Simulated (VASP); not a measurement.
# Si5F (P-6m2) in VASP: notebook

Si5F is run at these levels: PBE; tasks: single point, relaxation of cell and atoms.

Program: VASP 6.6.1. These are calculated values, not measurements. Logs are shortened: lines on timing, memory, paths and dates and some standing lists are left out, and cuts for length are marked.

## Step 1: The cell of the first run

The structure is hexagonal, space group P-6m2 (No. 187). Conventional cell: a = 2.669 Å, b = 2.669 Å, c = 13.295 Å, α = 90.00°, β = 90.00°, γ = 120.00°. Si (site symmetry 3m) has 3 F at 2.48 Å and 9 Si at 2.67 to 2.82 Å within 3.3 Å. Si (site symmetry 3m) has 12 Si at 2.67 to 2.82 Å within 3.5 Å. Within 3.5 Å of Si (site symmetry -6m2) lie 12 Si at 2.67 to 2.80 Å. Within 3.3 Å of F (site symmetry -6m2) lie 6 Si at 2.48 Å and 6 F at 2.67 Å.

The cell was built from a structure type or drawn by symmetry, and may not be a known phase.

## Step 2: Single point, PBE

INCAR

```
SYSTEM = Si5F
ALGO = Normal
EDIFF = 1E-6
ENCUT = 520
GGA = PE
ISIF = 2
ISMEAR = 0
LASPH = .TRUE.
LCHARG = .TRUE.
LELF = .TRUE.
LREAL = .FALSE.
LVHAR = .TRUE.
LWAVE = .FALSE.
NBANDS = 22
NELM = 80
PREC = Accurate
SIGMA = 0.1
```

KPOINTS

```
k-points
0
G
  12 12 4
  0 0 0
```

POSCAR

```
Si5F
1.0
    2.6686075624      0.0000000000      0.0000000000
   -1.3343037812      2.3110819418      0.0000000000
    0.0000000000      0.0000000000     13.2949399516
Si F
5 1
Direct
    0.6666666667      0.3333333333      0.8535489117
    0.3333333333      0.6666666667      0.6760320096
    0.6666666667      0.3333333333      0.5000000000
    0.3333333333      0.6666666667      0.3239679904
    0.6666666667      0.3333333333      0.1464510883
    0.3333333333      0.6666666667      0.0000000000
```

Potentials or basis: VASP PAW PBE potentials, release 64 (Si, F).

Started as:

```
cat potpaw_PBE.64/Si/POTCAR potpaw_PBE.64/F/POTCAR > POTCAR
mpirun -np 1 vasp_std > vasp.out
```

OUTCAR:

```text
SYSTEM = Si5F
   EDIFF = 1E-6
   ENCUT = 520
   GGA = PE
   ISIF = 2
   ISMEAR = 0
   LASPH = .TRUE.
   LREAL = .FALSE.
   NELM = 80
   PREC = Accurate

 ion  position               nearest neighbor table
   1  0.667  0.333  0.854-   6 2.48   6 2.48   6 2.48   2 2.82   2 2.82   2 2.82
   2  0.333  0.667  0.676-   3 2.80   3 2.80   3 2.80   1 2.82   1 2.82   1 2.82
   3  0.667  0.333  0.500-   2 2.80   4 2.80   2 2.80   4 2.80   2 2.80   4 2.80
   4  0.333  0.667  0.324-   3 2.80   3 2.80   3 2.80   5 2.82   5 2.82   5 2.82
   5  0.667  0.333  0.146-   6 2.48   6 2.48   6 2.48   4 2.82   4 2.82   4 2.82
   6  0.333  0.667  0.000-   1 2.48   5 2.48   1 2.48   5 2.48   1 2.48   5 2.48

  LATTYP: Found a hexagonal cell.
 ALAT       =     2.6686075624
 C/A-ratio  =     4.9819764206

  Lattice vectors:

 A1 = (   2.6686075624,   0.0000000000,   0.0000000000)
 A2 = (  -1.3343037812,   2.3110819418,   0.0000000000)
 A3 = (   0.0000000000,   0.0000000000,  13.2949399516)

Analysis of symmetry for initial positions (statically):
=====================================================================
 Subroutine PRICEL returns:
 Original cell was already a primitive cell.

 Routine SETGRP: Setting up the symmetry group for a
 hexagonal supercell.

 Subroutine GETGRP returns: Found 12 space group operations
 (whereof 12 operations were pure point group operations)
 out of a pool of 24 trial point group operations.

The static configuration has the point symmetry D_3h.

Analysis of symmetry for dynamics (positions and initial velocities):
=====================================================================
 Subroutine PRICEL returns:
 Original cell was already a primitive cell.

 Routine SETGRP: Setting up the symmetry group for a
 hexagonal supercell.

 Subroutine GETGRP returns: Found 12 space group operations
 (whereof 12 operations were pure point group operations)
 out of a pool of 24 trial point group operations.

The dynamic configuration has the point symmetry D_3h.

 Subroutine INISYM returns: Found 12 space group operations
 (whereof 12 operations are pure point group operations),
 and found     1 'primitive' translations

----------------------------------------------------------------------------------------

                                     Primitive cell

  volume of cell :      81.9948

  direct lattice vectors                    reciprocal lattice vectors
     2.668607562  0.000000000  0.000000000     0.374727260  0.216348884  0.000000000
    -1.334303781  2.311081942  0.000000000     0.000000000  0.432697769  0.000000000
     0.000000000  0.000000000 13.294939952     0.000000000  0.000000000  0.075216586

  length of vectors
     2.668607562  2.668607562 13.294939952     0.432697769  0.432697769  0.075216586

  position of ions in fractional coordinates (direct lattice)
     0.666666667  0.333333333  0.853548912
     0.333333333  0.666666667  0.676032010
     0.666666667  0.333333333  0.500000000
     0.333333333  0.666666667  0.323967990
     0.666666667  0.333333333  0.146451088
     0.333333333  0.666666667  0.000000000

  ion indices of the primitive-cell ions
   primitive index   ion index
                 1           1
                 2           2
                 3           3
                 4           4
                 5           5
                 6           6

----------------------------------------------------------------------------------------

 KPOINTS: k-points

Automatic generation of k-mesh.
 Grid dimensions read from file:
 generate k-points for:   12   12    4

 Generating k-lattice:

  Cartesian coordinates                     Fractional coordinates (reciprocal lattice)
     0.031227272  0.018029074  0.000000000     0.083333333  0.000000000  0.000000000
     0.000000000  0.036058147  0.000000000     0.000000000  0.083333333  0.000000000
     0.000000000  0.000000000  0.018804147     0.000000000  0.000000000  0.250000000

  Length of vectors
     0.036058147  0.036058147  0.018804147

  Shift w.r.t. Gamma in fractional coordinates (k-lattice)
     0.000000000  0.000000000  0.000000000

 Subroutine IBZKPT returns following result:
 ===========================================

 Found     57 irreducible k-points:

 Following reciprocal coordinates:
            Coordinates               Weight
  0.000000  0.000000  0.000000      1.000000
  0.083333 -0.000000  0.000000      6.000000
  0.166667 -0.000000  0.000000      6.000000
  0.250000 -0.000000  0.000000      6.000000
  0.333333 -0.000000  0.000000      6.000000
  0.416667 -0.000000  0.000000      6.000000
[... 16 lines left out ...]
  0.250000 -0.000000  0.250000     12.000000
  0.333333 -0.000000  0.250000     12.000000
 [... further k-points ...]
   k-points           NKPTS =     57   k-points in BZ     NKDIM =     57   number of bands    NBANDS=     22
   number of dos      NEDOS =    301   number of ions     NIONS =      6
   total plane-waves  NPLWV =  40000
   dimension x,y,z NGX =    20 NGY =   20 NGZ =  100
   dimension x,y,z NGXF=    40 NGYF=   40 NGZF=  200
   ions per type =               5   1
   NGX,Y,Z   is equivalent  to a cutoff of  12.46, 12.46, 12.50 a.u.
   NGXF,Y,Z  is equivalent  to a cutoff of  24.92, 24.92, 25.01 a.u.
 SYSTEM =  Si5F
   PREC   = accura    normal or accurate (medium, high low for compatibility)
   ISTART =      0    job   : 0-new  1-cont  2-samecut
   ICHARG =      2    charge: 1-file 2-atom 10-const
   ISPIN  =      1    spin polarized calculation?
   LNONCOLLINEAR =      F non collinear calculations
   LSORBIT =      F    spin-orbit coupling
   LASPH  =      T    aspherical Exc in radial PAW
   ENCUT  =  520.0 eV  38.22 Ry    6.18 a.u.   4.96  4.96 24.72*2*pi/ulx,y,z
   NELM   =     80;   NELMIN=  2; NELMDL= -5     # of ELM steps
   EDIFF  = 0.1E-05   stopping-criterion for ELM
   LREAL  =      F    real-space projection
[... 7 lines left out ...]
   TEBEG  =    0.0;   TEEND  =   0.0 temperature during run
   PSTRESS=    0.0 pullay stress
   NELECT =      27.0000    total number of electrons
   NUPDOWN=      -1.0000    fix difference up-down
   EMIN   =  10.00;   EMAX   =-10.00  energy-range for DOS
   EFERMI =   0.00;   METHOD = LEGACY
   ISMEAR =     0;   SIGMA  =   0.10  broadening in eV -4-tet -1-fermi 0-gaus
   EFERMI_NEDOS =   21; number of points for ismear=-14 and -15
   IALGO  =     38    algorithm
   IMIX   =      4    mixing-type and parameters
     AMIX     =   0.40;   BMIX     =  1.00
     AMIX_MAG =   1.60;   BMIX_MAG =  1.00
  volume/ion in A,a.u.               =      13.67        92.22
  Fermi-wavevector in a.u.,A,eV,Ry     =   1.130491  2.136319 17.388393  1.278011
  Thomas-Fermi vector in A             =   2.267188
   LORBIT       =      0    0 simple, 1 ext, 2 COOP (PROOUT), +10 PAW based schemes
   GGA     = PE    functional components
   LHFCALC =     F    Hartree Fock is set to
   AEXX    =    0.0000 exact exchange contribution
   IVDW    =     0    specifies the selected vdW correction
   LEPSILON=     F    determine dielectric tensor
   LRPA    =     F    only Hartree local field effects (RPA)
 non-spin polarized calculation
 Gauss-broadening in eV      SIGMA  =   0.10
  energy-cutoff  :      520.00
  volume of cell :       81.99
 maximum number of plane-waves:      2259
 NGX is ok and might be reduce to    20
   NGX =  9   NGY =  9   NGZ = 49

 number of electron      26.9999991 magnetization

 Free energy of the ion-electron system (eV)
  ---------------------------------------------------
  ext. energy  EPLUGINS =         0.00000000
  ---------------------------------------------------
  free energy    TOTEN  =       -28.25681419 eV

  energy without entropy =      -28.24892666  energy(sigma->0) =      -28.25287043

 E-fermi :   9.0300     XC(G=0): -11.0882

 val. band max:        9.0107135100   @ k =   0.3333   0.3333   0.0000
 cond. band min:       9.0519659288   @ k =   0.0833  -0.0000   0.5000
 fundamental gap:      0.0412524189
 Fermi energy:         9.0300451133

 k-point     1 :       0.0000    0.0000    0.0000
  band No.  band energies     occupation
      1     -14.7571      2.00000
      2      -5.1059      2.00000
      3      -4.5364      2.00000
      4      -3.2193      2.00000
      5      -2.2983      2.00000
      6      -0.0623      2.00000
[... 14 lines left out ...]
     21      19.8508      0.00000
     22      19.8795      0.00000

 k-point     2 :       0.0833   -0.0000    0.0000
  band No.  band energies     occupation
      1     -14.7097      2.00000
      2      -4.9177      2.00000
      3      -4.3489      2.00000
      4      -3.0377      2.00000
      5      -2.1173      2.00000
      6       0.1105      2.00000
[... 14 lines left out ...]
     21      18.7547      0.00000
     22      18.8172      0.00000

 k-point     3 :       0.1667   -0.0000    0.0000
  band No.  band energies     occupation
      1     -14.5778      2.00000
      2      -4.3540      2.00000
      3      -3.7881      2.00000
      4      -2.4951      2.00000
      5      -1.5774      2.00000
      6       0.6193      2.00000
[... 14 lines left out ...]
     21      16.8883      0.00000
     22      17.4749      0.00000
[... 476 lines left out ...]
 k-point    23 :       0.2500   -0.0000    0.2500
  band No.  band energies     occupation
      1     -14.3913      2.00000
      2      -3.4361      2.00000
      3      -2.7951      2.00000
      4      -1.7671      2.00000
      5      -0.4430      2.00000
      6       1.1261      2.00000
[... 14 lines left out ...]
     21      16.1053      0.00000
     22      16.3408      0.00000

 k-point    24 :       0.3333   -0.0000    0.2500
  band No.  band energies     occupation
      1     -14.1971      2.00000
      2      -2.1340      2.00000
      3      -1.5119      2.00000
      4      -0.5258      2.00000
      5       0.7139      2.00000
      6       2.1041      2.00000
[... 14 lines left out ...]
     21      14.6394      0.00000
     22      15.5485      0.00000

 [... further k-points ...]

------------------------ aborting loop because EDIFF is reached ----------------------------------------

  FORCE on cell =-STRESS in cart. coord.  units (eV):
  Direction    XX          YY          ZZ          XY          YZ          ZX
  --------------------------------------------------------------------------------------
  -------------------------------------------------------------------------------------
  Total       -0.0385556     -0.0385556     -0.0390778      0.0000000      0.0000000      0.0000000
  in kB       -0.7533763     -0.7533763     -0.7635792      0.0000000      0.0000000      0.0000000
  external PRESSURE =      -0.7567772 kB  Pullay stress =       0.0000000 kB

 VOLUME and BASIS-vectors are now :
 -----------------------------------------------------------------------------
  energy-cutoff  :      520.00
  volume of cell :       81.99
      direct lattice vectors                 reciprocal lattice vectors
     2.668607562  0.000000000  0.000000000     0.374727260  0.216348884  0.000000000
    -1.334303781  2.311081942  0.000000000     0.000000000  0.432697769  0.000000000
     0.000000000  0.000000000 13.294939952     0.000000000  0.000000000  0.075216586

 POSITION                                       TOTAL-FORCE (eV/Angst)
 -----------------------------------------------------------------------------------
      1.33430      0.77036     11.34788         0.000000      0.000000     -0.008695
     -0.00000      1.54072      8.98780         0.000000     -0.000000     -0.000122
      1.33430      0.77036      6.64747        -0.000000      0.000000      0.000000
     -0.00000      1.54072      4.30713        -0.000000     -0.000000      0.000122
      1.33430      0.77036      1.94706         0.000000      0.000000      0.008695
     -0.00000      1.54072      0.00000        -0.000000      0.000000      0.000000
 -----------------------------------------------------------------------------------
    total drift:                               -0.000001      0.000001     -0.000000

  FREE ENERGIE OF THE ION-ELECTRON SYSTEM (eV)
  ---------------------------------------------------
  free  energy   TOTEN  =       -28.2568141921 eV

  energy  without entropy=      -28.2489266612  energy(sigma->0) =      -28.25287043
```

It took 95 s on 1 thread of Intel Xeon Platinum 8259CL at 2.50GHz (Skylake/Cascade Lake), shared host; peak memory 0.23 GiB.

Results:

- Free energy: -28.2568 eV
- Pressure: -0.1 GPa
- Largest force: 0.009 eV/Å
- Band gap on the k mesh: zero (an odd number of electrons rules out a gap without spin polarisation)

Forces in eV/Å, atoms in the order of the input:
```
Si   0.000  0.000 -0.009
Si   0.000  0.000  0.000
Si   0.000  0.000  0.000
Si   0.000  0.000  0.000
Si   0.000  0.000  0.009
F    0.000  0.000  0.000
```

Caveat: an odd number of electrons without spin polarisation forces a metal; a magnetic or distorted state may lie lower.

## Step 3: Single point, PBE, collinear spin

This run uses another cell than the first one, of 17.57 Å³/atom.

INCAR

```
SYSTEM = Si5F
PREC = Accurate ; ENCUT = 520
EDIFF = 1E-7 ; ISMEAR = 0
SIGMA = 0.1 ; LREAL = .FALSE.
LASPH = .TRUE. ; NELM = 150
ALGO = Normal ; ISIF = 2
LWAVE = .FALSE. ; LCHARG = .TRUE.
ISPIN = 2 ; MAGMOM = 0 0 0 0 0 1
LORBIT = 11 ; GGA = PE
LELF = .TRUE. ; LVHAR = .TRUE.
NBANDS = 26
```

KPOINTS

```
regular mesh
0
G
  6 6 2
  0 0 0
```

POSCAR

```
Si5F
1.0
    2.8730201800      0.0000000000      0.0000000000
   -1.4365100900      2.4881084700      0.0000000000
    0.0000000000      0.0000000000     14.7469713100
Si F
5 1
Direct
    0.6666666700      0.3333333300      0.8184250000
    0.3333333300      0.6666666700      0.6598208500
    0.6666666700      0.3333333300      0.5000000000
    0.3333333300      0.6666666700      0.3401791500
    0.6666666700      0.3333333300      0.1815750000
    0.3333333300      0.6666666700      0.0000000000
```

Potentials or basis: VASP PAW PBE potentials, release 64 (Si, F).

Started as:

```
cat potpaw_PBE.64/Si/POTCAR potpaw_PBE.64/F/POTCAR > POTCAR
mpirun -np 1 vasp_std > vasp.out
```

It took 3 min on 1 thread of Intel Xeon Platinum 8259CL at 2.50GHz (Skylake/Cascade Lake), shared host; peak memory 0.3 GiB.

The run converged. Its results:

```
Free energy                                           : -25.8949 eV
Pressure                                              : -10.5 GPa
Largest force                                         : 0.628 eV/Å
Net moment                                            : 0.00 μB per cell
Valence electrons inside the program's atomic spheres : Si 1.45, 1.51, 1.50 (each value once); F 5.91
```

Forces in eV/Å, atoms in the order of the input:
```
Si   0.000  0.000  0.628
Si   0.000  0.000 -0.179
Si   0.000  0.000  0.000
Si   0.000  0.000  0.179
Si   0.000  0.000 -0.628
F    0.000  0.000  0.000
```

Stress tensor (GPa, compression positive):
```
 -7.25   0.00   0.00
  0.00  -7.25   0.00
  0.00   0.00 -17.02
```

Levels at points of the mesh, in eV from the Fermi level:
Spin up:
| k point | band 9 | band 10 | band 11 | band 12 | band 13 | band 14 | band 15 | band 16 | band 17 | band 18 |
| --- | --- | --- | --- | --- | --- | --- | --- | --- | --- | --- |
| (0.00, 0.00, 0.00) | -1.79 | 0.04 | 0.04 | 1.23 | 3.50 | 7.10 | 7.23 | 7.23 | 7.69 | 7.69 |
| (0.50, 0.00, 0.00) | -3.52 | -2.64 | -2.13 | -1.53 | -1.33 | -0.30 | 0.27 | 1.57 | 2.42 | 3.03 |
| (0.00, 0.00, 0.50) | -0.80 | 0.04 | 0.04 | 0.50 | 4.08 | 6.50 | 7.23 | 7.23 | 7.69 | 7.69 |
| (0.50, 0.00, 0.50) | -3.53 | -2.63 | -2.14 | -1.80 | -0.96 | -0.30 | 0.11 | 1.59 | 2.44 | 3.03 |
Spin down:
| k point | band 9 | band 10 | band 11 | band 12 | band 13 | band 14 | band 15 | band 16 | band 17 | band 18 |
| --- | --- | --- | --- | --- | --- | --- | --- | --- | --- | --- |
| (0.00, 0.00, 0.00) | -1.79 | 0.04 | 0.04 | 1.23 | 3.50 | 7.10 | 7.23 | 7.23 | 7.69 | 7.69 |
| (0.50, 0.00, 0.00) | -3.52 | -2.64 | -2.13 | -1.53 | -1.33 | -0.30 | 0.27 | 1.57 | 2.42 | 3.03 |
| (0.00, 0.00, 0.50) | -0.80 | 0.04 | 0.04 | 0.50 | 4.08 | 6.50 | 7.23 | 7.23 | 7.69 | 7.69 |
| (0.50, 0.00, 0.50) | -3.53 | -2.63 | -2.14 | -1.80 | -0.96 | -0.30 | 0.11 | 1.59 | 2.44 | 3.03 |

Caveat: the k points lie up to 0.42 Å⁻¹ apart.

## Step 4: Single point, PBE

INCAR

```
PREC = Accurate ; ENCUT = 520
EDIFF = 1E-7 ; ISMEAR = 0
SIGMA = 0.1 ; LREAL = False
LASPH = True ; NELM = 100
ALGO = Normal ; ISIF = 2
LWAVE = False ; LCHARG = False
GGA = PE ; NBANDS = 22
```

KPOINTS

```
Automatic mesh
0
Gamma
  18 18 4
```

POSCAR

```
Si5F
1.0
    2.6759872182      0.0000000000      0.0000000000
   -1.3379936091      2.3174729111      0.0000000000
    0.0000000000      0.0000000000     13.2200161816
Si F
5 1
Direct
    0.6666666667      0.3333333333      0.8527270779
    0.3333333333      0.6666666667      0.6744492365
    0.6666666667      0.3333333333      0.5000000000
    0.3333333333      0.6666666667      0.3255507635
    0.6666666667      0.3333333333      0.1472729221
    0.3333333333      0.6666666667      0.0000000000
```

Started as:

```
cat potpaw_PBE.64/Si/POTCAR potpaw_PBE.64/F/POTCAR > POTCAR
mpirun -np 1 vasp_std > vasp.out
```

Run time: 3 min. Hardware: 1 thread of Intel Xeon Platinum 8259CL at 2.50GHz (Skylake/Cascade Lake), shared host; peak memory 0.28 GiB.

Results (log left out):

```yaml
Free_energy: -28.2813 eV
Pressure: -0.1 GPa
Largest_force: 0.005 eV/Å
Band_gap_on_the_k_mesh: zero (an odd number of electrons rules out a gap without spin polarisation)
```

Forces in eV/Å, atoms in the order of the input:
```
Si   0.000  0.000  0.003
Si   0.000  0.000 -0.005
Si   0.000  0.000  0.000
Si   0.000  0.000  0.005
Si   0.000  0.000 -0.003
F    0.000  0.000  0.000
```

Levels at points of the mesh, in eV from the Fermi level:
```
           k point  band 10  band 11  band 12  band 13  band 14  band 15  band 16  band 17  band 18  band 19
(0.00, 0.00, 0.00)    -3.26    -3.05     1.43     2.95     7.55     9.29     9.44     9.44     9.99     9.99
(0.50, 0.00, 0.00)    -4.39    -3.86    -3.17    -2.52    -2.09     0.39     1.38     2.79     3.86     4.22
(0.00, 0.00, 0.50)    -3.26    -1.28    -0.13     4.36     6.14     9.44     9.44    10.00    10.00    10.65
(0.50, 0.00, 0.50)    -4.32    -3.86    -3.53    -2.79    -1.54     0.20     1.46     2.64     3.83     4.21
```

Caveat: an odd number of electrons without spin polarisation forces a metal; a magnetic or distorted state may lie lower.

[end of part 1 of 2]
